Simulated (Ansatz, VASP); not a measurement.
Two plane-wave programs on Al2Ru

```xyz
6
Lattice="0.0000 3.9876 4.3851 2.6150 0.0000 4.3851 2.6150 3.9876 0.0000" Properties=species:S:1:pos:R:3 pbc="T T T"
Al    1.3075    0.6296    2.1925
Al    1.3075    3.3580    2.1925
Al    2.6150    1.3642    4.3851
Al    2.6150    6.6111    4.3851
Ru    3.9225    5.9815    6.5776
Ru    2.6150    3.9876    4.3851
```

Change from the starting cell: strain +0.1125 x Voigt [1, 0, 0, 0, 0, 0], atoms carried along.

Alike in both runs: task single point; functional PBEsol; k mesh 10 × 10 × 10; occupations gaussian, width 0.03 eV; no spin polarisation.

|  | VASP | Ansatz |
| --- | --- | --- |
| version | VASP 6.6.1 | Ansatz 0.2.0 |
| potentials or method | VASP PAW PBE potentials, release 64 (Al, Ru_pv), cutoff 520 eV | scalar-relativistic, plane waves, PAW |
| valence electrons in the cell | 40 | 44 |

|  | VASP | Ansatz | Ansatz less VASP |
| --- | --- | --- | --- |
| gap on the k mesh at the Fermi level (eV) | 0.33 | 0.33 | +0.002 |
| least direct gap on the mesh (eV) | 0.98 | 0.98 | +0.002 |
| pressure (GPa) | -14.0 | -14.1 | -0.05 |
| traceless stress, the component that is largest in VASP (GPa) | -14.15 | -14.12 | +0.031 |
| rms of the force components (eV/Å) | 0.279 | 0.279 | 0.0000 |

VASP's potentials were made for PBE, not for PBEsol. Atom by atom the forces differ by 0.000 eV/Å (rms over components). VASP's potentials hold 40 valence electrons a cell and Ansatz's 44, so a difference there can come from the potentials and not from the codes.
